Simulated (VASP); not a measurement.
# Al5P6 in VASP: relaxation of the atoms with PBEsol

Aim: the relaxation of the atoms of Al5P6 with PBEsol.

All numbers are computed with VASP 6.6.1; they aren't measurements. Logs are shortened: lines on timing, memory, paths and dates and some standing lists are left out, and cuts for length are marked.

## 1. The cell of the first run

The cell holds a slab with vacuum, 11 atoms: a = 3.868 Å, b = 3.868 Å, c = 28.676 Å, α = 90.00°, β = 90.00°, γ = 90.00°.

## 2. Relaxation of the atoms, PBEsol

INCAR reads:

```
PREC = Accurate
ENCUT = 450
EDIFF = 1E-7
ISMEAR = 0
SIGMA = 0.05
LREAL = F
LASPH = T
NELM = 120
ALGO = Normal
ISIF = 2
LWAVE = F
LCHARG = F
LDIPOL = T
IDIPOL = 3
DIPOL = 0.5 0.5 0.500
GGA = PS
IBRION = 2
NSW = 80
EDIFFG = -0.02
GGA_COMPAT = F
NELMIN = 4
NELMDL = -8
```

KPOINTS reads:

```
regular mesh
0
Gamma
  7 7 1
```

POSCAR reads:

```
Al5P6
1.0
    3.8681183841      0.0000000000      0.0000000000
    0.0000000000      3.8681183841      0.0000000000
    0.0000000000      0.0000000000     28.6758636990
P Al
6 5
Direct
    0.0000000000      0.5000000000      0.2615439967
    0.5000000000      0.0000000000      0.3569263980
    0.0000000000      0.5000000000      0.4523087993
    0.5000000000      0.0000000000      0.5476912007
    0.0000000000      0.5000000000      0.6430736020
    0.5000000000      0.0000000000      0.7384560033
    0.5000000000      0.5000000000      0.3092351973
    0.0000000000      0.0000000000      0.4046175987
    0.5000000000      0.5000000000      0.5000000000
    0.0000000000      0.0000000000      0.5953824013
    0.5000000000      0.5000000000      0.6907648027
```

Potentials or basis: VASP PAW PBE potentials, release 64 (P, Al).

Launch:

```bash
$ cat potpaw_PBE.64/P/POTCAR potpaw_PBE.64/Al/POTCAR > POTCAR
$ mpirun -np 1 vasp_std > vasp.out
```

OUTCAR:

```text
PREC = Accurate
   ENCUT = 450
   EDIFF = 1E-7
   ISMEAR = 0
   LREAL = F
   LASPH = T
   NELM = 120
   ISIF = 2
   GGA = PS
   IBRION = 2
   NSW = 80
   EDIFFG = -0.02
   NELMIN = 4
   NELMDL = -8

 ion  position               nearest neighbor table
   1  0.000  0.500  0.262-   7 2.37   7 2.37
   2  0.500  0.000  0.357-   7 2.37   8 2.37   7 2.37   8 2.37
   3  0.000  0.500  0.452-   8 2.37   8 2.37   9 2.37   9 2.37
   4  0.500  0.000  0.548-  10 2.37  10 2.37   9 2.37   9 2.37
   5  0.000  0.500  0.643-  10 2.37  11 2.37  10 2.37  11 2.37
   6  0.500  0.000  0.738-  11 2.37  11 2.37
   7  0.500  0.500  0.309-   1 2.37   1 2.37   2 2.37   2 2.37
   8  0.000  0.000  0.405-   3 2.37   3 2.37   2 2.37   2 2.37
   9  0.500  0.500  0.500-   3 2.37   4 2.37   4 2.37   3 2.37
  10  0.000  0.000  0.595-   4 2.37   4 2.37   5 2.37   5 2.37
  11  0.500  0.500  0.691-   6 2.37   6 2.37   5 2.37   5 2.37

  LATTYP: Found a simple tetragonal cell.
 ALAT       =     3.8681183841
 C/A-ratio  =     7.4133883329

  Lattice vectors:

 A1 = (   3.8681183841,   0.0000000000,   0.0000000000)
 A2 = (   0.0000000000,   3.8681183841,   0.0000000000)
 A3 = (   0.0000000000,   0.0000000000,  28.6758636990)

Analysis of symmetry for initial positions (statically):
=====================================================================
 Subroutine PRICEL returns:
 Original cell was already a primitive cell.

 Routine SETGRP: Setting up the symmetry group for a
 simple tetragonal supercell.

 Subroutine GETGRP returns: Found  8 space group operations
 (whereof  8 operations were pure point group operations)
 out of a pool of 16 trial point group operations.

The static configuration has the point symmetry D_2d.

Analysis of symmetry for dynamics (positions and initial velocities):
=====================================================================
 Subroutine PRICEL returns:
 Original cell was already a primitive cell.

 Routine SETGRP: Setting up the symmetry group for a
 simple tetragonal supercell.

 Subroutine GETGRP returns: Found  8 space group operations
 (whereof  8 operations were pure point group operations)
 out of a pool of 16 trial point group operations.

The dynamic configuration has the point symmetry D_2d.
[... 133 lines left out ...]
 conjugate gradient relaxation of ions
 non-spin polarized calculation
 Gauss-broadening in eV      SIGMA  =   0.05
  energy-cutoff  :      450.00
  volume of cell :      429.06
 maximum number of plane-waves:      9335
 NGX is ok and might be reduce to    28
   NGX = 13   NGY = 13   NGZ = 99

--------------------------------------- Ionic step        1  -------------------------------------------

 number of electron      45.0000008 magnetization

 Free energy of the ion-electron system (eV)
  ---------------------------------------------------
  ext. energy  EPLUGINS =         0.00000000
  ---------------------------------------------------
  free energy    TOTEN  =       -56.41637641 eV

  energy without entropy =      -56.40345091  energy(sigma->0) =      -56.40991366

------------------------ aborting loop because EDIFF is reached ----------------------------------------

  FORCE on cell =-STRESS in cart. coord.  units (eV):
  Direction    XX          YY          ZZ          XY          YZ          ZX
  --------------------------------------------------------------------------------------
  -------------------------------------------------------------------------------------
  Total       -2.3050236     -2.3050236     -0.7360893      0.0000000      0.0000000      0.0000000
  in kB       -8.6073594     -8.6073594     -2.7486857      0.0000000      0.0000000      0.0000000
  external PRESSURE =      -6.6544682 kB  Pullay stress =       0.0000000 kB
[... 212 lines left out ...]
--------------------------------------- Ionic step        6  -------------------------------------------

 number of electron      45.0000003 magnetization

 dipolmoment           0.000000      0.000000      0.000000 electrons x Angstroem

------------------------ aborting loop because EDIFF is reached ----------------------------------------

  FORCE on cell =-STRESS in cart. coord.  units (eV):
  Direction    XX          YY          ZZ          XY          YZ          ZX
  --------------------------------------------------------------------------------------
  -------------------------------------------------------------------------------------
  Total       -1.8981620     -1.8981620     -0.3751399      0.0000000      0.0000000     -0.0000000
  in kB       -7.0880673     -7.0880673     -1.4008377      0.0000000      0.0000000     -0.0000000
  external PRESSURE =      -5.1923241 kB  Pullay stress =       0.0000000 kB
[... 77 lines left out ...]
--------------------------------------- Ionic step        8  -------------------------------------------

 number of electron      45.0000003 magnetization

 dipolmoment           0.000000      0.000000     -0.000000 electrons x Angstroem

 Free energy of the ion-electron system (eV)
  ---------------------------------------------------
  ext. energy  EPLUGINS =         0.00000000
  ---------------------------------------------------
  free energy    TOTEN  =       -56.43701783 eV

  energy without entropy =      -56.42439143  energy(sigma->0) =      -56.43070463

 E-fermi :  -0.7128     XC(G=0):  -5.4838

 val. band max:       -0.7272020984   @ k =   0.4286   0.2857   0.0000
 cond. band min:      -0.6957258527   @ k =   0.2857   0.2857   0.0000
 fundamental gap:      0.0314762457
 Fermi energy:        -0.7128414390

 k-point     1 :       0.0000    0.0000    0.0000
  band No.  band energies     occupation
      1     -12.1956      2.00000
      2     -11.7990      2.00000
      3     -11.2474      2.00000
      4     -10.5999      2.00000
      5      -9.7700      2.00000
      6      -9.6277      2.00000
[... 299 lines left out ...]
     27       2.1352      0.00000
     28       2.2923      0.00000

------------------------ aborting loop because EDIFF is reached ----------------------------------------

 vacuum level on the upper side and lower side of the slab       (xc-potential included)        -0.029        -0.029

  FORCE on cell =-STRESS in cart. coord.  units (eV):
  Direction    XX          YY          ZZ          XY          YZ          ZX
  --------------------------------------------------------------------------------------
  -------------------------------------------------------------------------------------
  Total       -1.8640129     -1.8640129     -0.3194678      0.0000000      0.0000000      0.0000000
  in kB       -6.9605486     -6.9605486     -1.1929482      0.0000000      0.0000000      0.0000000
  external PRESSURE =      -5.0380152 kB  Pullay stress =       0.0000000 kB
[... 26 lines left out ...]
  FREE ENERGIE OF THE ION-ELECTRON SYSTEM (eV)
  ---------------------------------------------------
  free  energy   TOTEN  =       -56.4370178329 eV

  energy  without entropy=      -56.4243914322  energy(sigma->0) =      -56.43070463

 reached required accuracy - stopping structural energy minimisation

 vacuum level on the upper side and lower side of the slab         5.666         5.666
```

OSZICAR:

```text
N       E                     dE             d eps       ncg     rms          rms(c)
DAV:   1     0.211478683014E+03    0.21148E+03   -0.14299E+04   560   0.107E+03
DAV:   2    -0.323294801473E+02   -0.24381E+03   -0.23900E+03   800   0.192E+02
DAV:   3    -0.571630880521E+02   -0.24834E+02   -0.24428E+02   688   0.633E+01
[... 95 lines left out ...]
DAV:   2    -0.564370194369E+02   -0.23210E-04   -0.30123E-04   660   0.827E-02    0.134E-02
DAV:   3    -0.564370181641E+02    0.12728E-05   -0.68716E-06   720   0.153E-02    0.958E-03
DAV:   4    -0.564370177195E+02    0.44460E-06   -0.35765E-06   640   0.906E-03    0.427E-03
DAV:   5    -0.564370178100E+02   -0.90528E-07   -0.11011E-06   636   0.484E-03    0.245E-03
DAV:   6    -0.564370178329E+02   -0.22842E-07   -0.79657E-08   340   0.145E-03
   8 F= -.56437018E+02 E0= -.56430705E+02  d E =-.908685E-04
```

Wall time 13 min (1 thread of Oxide Virtual Turin-like, shared host); peak memory 0.41 GiB.

What came out:

```yaml
Free_energy: -56.4370 eV
Energy_gained_by_relaxing: 1.9 meV/atom
Ionic_steps: 8
Largest_force_after_relaxing: 0.010 eV/Å
Band_gap_on_the_k_mesh: zero (an odd number of electrons rules out a gap without spin polarisation)
```

Forces in eV/Å, atoms in the order of the input:
```
P    0.000  0.000  0.007
P    0.000  0.000  0.010
P    0.000  0.000 -0.003
P    0.000  0.000  0.003
P    0.000  0.000 -0.010
P    0.000  0.000 -0.007
Al   0.000  0.000  0.008
Al   0.000  0.000  0.006
Al   0.000  0.000  0.000
Al   0.000  0.000 -0.006
Al   0.000  0.000 -0.008
```

The path:
```csv
step,energy change (eV),largest force (eV/Å),pressure (GPa)
1,0.0000,0.3702,-0.67
2,-0.0175,0.1310,-0.60
3,-0.0183,0.0904,-0.59
4,-0.0196,0.0532,-0.56
5,-0.0200,0.0584,-0.54
6,-0.0205,0.0237,-0.52
7,-0.0206,0.0203,-0.51
8,-0.0206,0.0104,-0.50
```

Final structure:
```
P Al
1.0
     3.86812    0.00000    0.00000
     0.00000    3.86812    0.00000
     0.00000    0.00000   28.67586
P Al
6 5
Cartesian
  3.8681 1.9341 7.5333
  1.9341 3.8681 10.2399
  0.0000 1.9341 12.9671
  1.9341 0.0000 15.7088
  0.0000 1.9341 18.4360
  1.9341 3.8681 21.1426
  1.9341 1.9341 8.8483
  0.0000 3.8681 11.5873
  1.9341 1.9341 14.3379
  3.8681 3.8681 17.0886
  1.9341 1.9341 19.8276
```

Levels at points of the mesh, in eV from the Fermi level:
```
           k point  band 19  band 20  band 21  band 22  band 23  band 24  band 25  band 26
(0.00, 0.00, 0.00)    -0.31    -0.13    -0.13     0.08     1.11     1.11     1.61     2.21
```

Caveat: the PAW data sets were made with another functional, which shifts forces and pressure a little; an odd number of electrons without spin polarisation forces a metal; a magnetic or distorted state may lie lower.

The gap in the log of VASP goes by the Fermi energy; the results here count the filled bands.